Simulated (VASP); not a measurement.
Ca2Sc (Ca (100), 3 layers), 3 atoms in the cell. The cell holds a slab with vacuum, 3 atoms: a = 3.907 Å, b = 3.907 Å, c = 25.525 Å, α = 90.00°, β = 90.00°, γ = 90.00°. 

* Program: VASP 6.6.1
* Task: single point
* Functional: PBE
* Potentials or basis: VASP PAW PBE potentials, release 64 (Ca_sv, Sc_sv)
* Cutoff: 520 eV
* k mesh: 9 × 9 × 1
* Occupations: fermi-dirac, width 0.08 eV
* Spin: no spin polarisation
* Dipole correction: yes
* Further INCAR settings: ALGO = Normal; EDIFF = 1e-06; NBANDS = 22

Potentials or basis: VASP PAW PBE potentials, release 64 (Ca_sv, Sc_sv).

The run is started by

```console
$ cat potpaw_PBE.64/Ca_sv/POTCAR potpaw_PBE.64/Sc_sv/POTCAR > POTCAR
$ mpirun -np 1 vasp_std > vasp.out
```

Hardware: 1 thread of Intel(R) Xeon(R) Platinum 8259CL CPU @ 2.50GHz (Skylake/Cascade Lake), with other jobs on the host.

How long does it take, and how much memory?

Run time: 3.3 min on 1 thread of Intel(R) Xeon(R) Platinum 8259CL CPU @ 2.50GHz (Skylake/Cascade Lake) (shared host), peak memory 0.5 GiB. Counts: scf iterations 22, k points 15.
